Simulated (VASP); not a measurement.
# Al (Pm-3n) in VASP: further runs, part 2 of 2

VASP 6.6.1.

### Step 4. Relaxation of cell and atoms, revPBE

This run uses another cell than the first one, of 16.60 Å³/atom, 0.966 times its volume.

Input file INCAR:

```
SYSTEM = Al
ALGO = Normal
EDIFF = 1E-6
EDIFFG = -0.01
ENCUT = 600
GGA = RE
IBRION = 2
ISIF = 3
ISMEAR = -1
LASPH = .True.
LCHARG = .False.
LREAL = .False.
LWAVE = .False.
NELM = 60
NSW = 80
PREC = Accurate
SIGMA = 0.1
```

Input file KPOINTS:

```
k-points
0
Gamma
  5 5 5
  0 0 0
```

Input file POSCAR:

```
Al
1.0
    5.1021510852      0.0000000000      0.0000000000
    0.0000000000      5.1021510852      0.0000000000
    0.0000000000      0.0000000000      5.1021510852
Al
8
Direct
    0.0000000000      0.0000000000      0.0000000000
    0.5000000000      0.5000000000      0.5000000000
    0.2500000000      0.0000000000      0.5000000000
    0.7500000000      0.0000000000      0.5000000000
    0.5000000000      0.2500000000      0.0000000000
    0.5000000000      0.7500000000      0.0000000000
    0.0000000000      0.5000000000      0.2500000000
    0.0000000000      0.5000000000      0.7500000000
```

Potentials or basis: VASP PAW PBE potentials, release 64 (Al).

Run with:

```console
cat potpaw_PBE.64/Al/POTCAR > POTCAR
mpirun -np 1 vasp_std > vasp.out
```

OUTCAR:

```text
SYSTEM = Al
   EDIFF = 1E-6
   EDIFFG = -0.01
   ENCUT = 600
   GGA = RE
   IBRION = 2
   ISIF = 3
   ISMEAR = -1
   LASPH = .True.
   LREAL = .False.
   NELM = 60
   NSW = 80
   PREC = Accurate

 ion  position               nearest neighbor table
   1  0.000  0.000  0.000-   3 2.85   4 2.85   5 2.85   6 2.85   7 2.85   8 2.85   3 2.85   4 2.85
                             7 2.85   8 2.85   5 2.85   6 2.85
   2  0.500  0.500  0.500-   3 2.85   4 2.85   5 2.85   6 2.85   7 2.85   8 2.85   5 2.85   6 2.85
                             3 2.85   4 2.85   7 2.85   8 2.85
   3  0.250  0.000  0.500-   4 2.55   4 2.55   1 2.85   1 2.85   2 2.85   2 2.85   5 3.12   6 3.12
                             6 3.12   5 3.12   8 3.12   7 3.12   8 3.12   7 3.12
   4  0.750  0.000  0.500-   3 2.55   3 2.55   1 2.85   1 2.85   2 2.85   2 2.85   5 3.12   6 3.12
                             6 3.12   5 3.12   8 3.12   7 3.12   8 3.12   7 3.12
   5  0.500  0.250  0.000-   6 2.55   6 2.55   1 2.85   2 2.85   2 2.85   1 2.85   3 3.12   4 3.12
                             3 3.12   4 3.12   8 3.12   7 3.12   7 3.12   8 3.12
   6  0.500  0.750  0.000-   5 2.55   5 2.55   1 2.85   2 2.85   2 2.85   1 2.85   3 3.12   4 3.12
                             3 3.12   4 3.12   8 3.12   7 3.12   7 3.12   8 3.12
   7  0.000  0.500  0.250-   8 2.55   8 2.55   1 2.85   2 2.85   1 2.85   2 2.85   3 3.12   4 3.12
                             5 3.12   3 3.12   4 3.12   6 3.12   5 3.12   6 3.12
   8  0.000  0.500  0.750-   7 2.55   7 2.55   1 2.85   2 2.85   1 2.85   2 2.85   3 3.12   4 3.12
                             5 3.12   3 3.12   4 3.12   6 3.12   5 3.12   6 3.12

  LATTYP: Found a simple cubic cell.
 ALAT       =     5.1021510852

  Lattice vectors:

 A1 = (   5.1021510852,   0.0000000000,   0.0000000000)
[... 185 lines left out ...]
  Total        2.0314188      2.0314188      2.0314188      0.0000000      0.0000000     -0.0000000
  in kB       24.5047402     24.5047402     24.5047402      0.0000000      0.0000000     -0.0000000
  external PRESSURE =      24.5047402 kB  Pullay stress =       0.0000000 kB
[... 29 lines left out ...]
--------------------------------------- Ionic step        2  -------------------------------------------

 number of electron      24.0000000 magnetization

 E-fermi :   7.7607     XC(G=0):  -9.9947

 val. band max:        7.7498246173   @ k =   0.4000   0.2000   0.2000
 cond. band min:       7.7773930747   @ k =   0.2000   0.2000   0.2000
 fundamental gap:      0.0275684575
 Fermi energy:         7.7607263645

 k-point     1 :       0.0000    0.0000    0.0000
  band No.  band energies     occupation
      1      -3.2166      2.00000
      2       2.0057      2.00000
      3       2.0115      2.00000
      4       2.0115      2.00000
      5       2.4464      2.00000
      6       2.4464      2.00000
[... 230 lines left out ...]
--------------------------------------- Ionic step        3  -------------------------------------------

 number of electron      24.0000000 magnetization

 Free energy of the ion-electron system (eV)
  ---------------------------------------------------
  ext. energy  EPLUGINS =         0.00000000
  ---------------------------------------------------
  free energy    TOTEN  =       -27.80133576 eV

  energy without entropy =      -27.65414252  energy(sigma->0) =      -27.72773914

 E-fermi :   7.8071     XC(G=0): -10.0109

 val. band max:        7.7969735393   @ k =   0.4000   0.2000   0.2000
 cond. band min:       7.8222444962   @ k =   0.2000   0.2000   0.2000
 fundamental gap:      0.0252709570
 Fermi energy:         7.8070723899

 k-point     1 :       0.0000    0.0000    0.0000
  band No.  band energies     occupation
      1      -3.2012      2.00000
      2       2.0392      2.00000
      3       2.0454      2.00000
      4       2.0454      2.00000
      5       2.4743      2.00000
      6       2.4743      2.00000
[... 224 lines left out ...]
  FREE ENERGIE OF THE ION-ELECTRON SYSTEM (eV)
  ---------------------------------------------------
  free  energy   TOTEN  =       -27.8013357564 eV

  energy  without entropy=      -27.6541425212  energy(sigma->0) =      -27.72773914

 reached required accuracy - stopping structural energy minimisation
```

OSZICAR:

```text
N       E                     dE             d eps       ncg     rms          rms(c)
DAV:   1     0.336878228587E+02    0.33688E+02   -0.93679E+03   340   0.125E+03
DAV:   2    -0.263378725293E+02   -0.60026E+02   -0.58778E+02   448   0.144E+02
DAV:   3    -0.279516848593E+02   -0.16138E+01   -0.15761E+01   420   0.217E+01
[... 18 lines left out ...]
DAV:   1    -0.278013850885E+02   -0.66785E-03   -0.78059E-03   368   0.469E-01    0.861E-02
DAV:   2    -0.278013544511E+02    0.30637E-04   -0.65267E-05   459   0.501E-02    0.303E-02
DAV:   3    -0.278013374768E+02    0.16974E-04   -0.72250E-06   378   0.141E-02    0.128E-02
DAV:   4    -0.278013355279E+02    0.19489E-05   -0.25837E-06   225   0.881E-03    0.526E-03
DAV:   5    -0.278013357564E+02   -0.22857E-06   -0.19764E-07   182   0.323E-03
   3 F= -.27801336E+02 E0= -.27727739E+02  d E =-.319535E-01
```

Run time: 44 s. Hardware: 1 thread of Intel Xeon Platinum 8259CL at 2.50GHz (Skylake/Cascade Lake), shared host; peak memory 0.26 GiB.

Results:

```yaml
Free_energy: -27.8013 eV
Relaxed_volume: 17.14 Å³/atom
Relaxed_cell: a = 5.157 Å, b = 5.157 Å, c = 5.157 Å, α = 90.00°, β = 90.00°, γ = 90.00°
Space_group_after_relaxing_to_0.05_Å: Pm-3n (No. 223)
Energy_gained_by_relaxing: 4.0 meV/atom
Ionic_steps: 3
Pressure_after_relaxing: 0.0 GPa
Band_gap_on_the_k_mesh: zero (band 12 reaches 9.65 eV, above the bottom of band 13 at 7.12 eV)
```

The path:
| step | energy change (eV) | largest force (eV/Å) | pressure (GPa) | volume (Å³) |
| --- | --- | --- | --- | --- |
| 1 | 0.0000 | 0.0000 | 2.45 | 132.82 |
| 2 | -0.0313 | 0.0000 | -0.31 | 137.76 |
| 3 | -0.0320 | 0.0000 | 0.00 | 137.13 |

Final structure:
```
CELL_PARAMETERS angstrom
5.15682 0.00000 0.00000
0.00000 5.15682 0.00000
0.00000 0.00000 5.15682
ATOMIC_POSITIONS crystal
Al 0.00000 0.00000 0.00000
Al 0.50000 0.50000 0.50000
Al 0.25000 0.00000 0.50000
Al 0.75000 0.00000 0.50000
Al 0.50000 0.25000 0.00000
Al 0.50000 0.75000 0.00000
Al 0.00000 0.50000 0.25000
Al 0.00000 0.50000 0.75000
```

Caveat: the PAW data sets were made with another functional, which shifts forces and pressure a little.

### Step 5. Summary

```tsv
task	cell	k mesh	cutoff (eV)	gap on the mesh (eV)	pressure (GPa)
single point	a = 5.161 Å, 8 atoms	5 × 5 × 5	520	none	-0.2
single point	a = 5.161 Å, 8 atoms	7 × 7 × 7	520	none	-0.1
relaxation of cell and atoms	relaxed from a = 5.102 Å, 8 atoms	5 × 5 × 5	600	none	0.0
```

Alike in all rows: level revPBE; potentials or basis VASP PAW PBE potentials, release 64 (Al); no spin polarisation; smearing fermi-dirac 0.1 eV.

Caveats: the PAW data sets were made with another functional, which shifts forces and pressure a little.

Total energies depend on the potentials used, so only differences within one code and one set of settings carry meaning.
